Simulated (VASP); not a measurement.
Write the native input for VASP 6.6.1 that does the following.

| Item | Value |
| --- | --- |
| Task | single point |
| Functional | LDA |
| Potentials or basis | VASP PAW LDA potentials, release 64 (Ti_sv, Ni) |
| Cutoff | 520 eV |
| k mesh | 5 × 5 × 5 |
| Occupations | fermi-dirac, width 0.1 eV |
| Spin | collinear spin, ferromagnetic start |
| Starting moments | [0.85, 0.77] μB |
| Fixed moment | 1.8 μB |
| Dipole correction | no |
| Further INCAR settings | ALGO = Normal; EDIFF = 1e-06; NBANDS = 22 |

The structure of TiNi lies in POSCAR:

```
TiNi
1.0
    2.9880660000      0.0000000000      0.0000000000
    0.0000000000      2.9880660000      0.0000000000
    0.0000000000      0.0000000000      2.9880660000
Ti Ni
1 1
Direct
    0.5000000000      0.5000000000      0.5000000000
    0.0000000000      0.0000000000      0.0000000000
```

The input as run:

INCAR

```
ALGO = Normal ; EDIFF = 1E-6
ENCUT = 520 ; GGA = CA
ISIF = 2 ; ISMEAR = -1
ISPIN = 2 ; LASPH = T
LCHARG = F ; LMAXMIX = 4
LORBIT = 11 ; LREAL = F
LWAVE = F ; MAGMOM = 0.85 0.77
NBANDS = 22 ; NELM = 150
NUPDOWN = 1.8 ; PREC = Accurate
SIGMA = 0.1
```

KPOINTS

```
k-points
0
Gamma
  5 5 5
```

Potentials or basis: VASP PAW LDA potentials, release 64 (Ti_sv, Ni).

Launch:

```bash
$ cat potpaw_LDA.64/Ti_sv/POTCAR potpaw_LDA.64/Ni/POTCAR > POTCAR
$ mpirun -np 1 vasp_std > vasp.out
```

Results of the run:

```yaml
Pressure: -5.8 GPa
Net_moment: 1.80 μB per cell
Site_moments: Ti +0.84; Ni +0.70 μB
Valence_electrons_inside_the_program's_atomic_spheres: Ti 10.32; Ni 9.37
```

Caveat: the k points lie up to 0.42 Å⁻¹ apart; the total moment is fixed, so each spin has its own Fermi level.

It took 6.9 s on 1 thread of Intel(R) Xeon(R) Platinum 8488C (Sapphire Rapids), with other jobs on the host, peak memory 0.13 GiB.
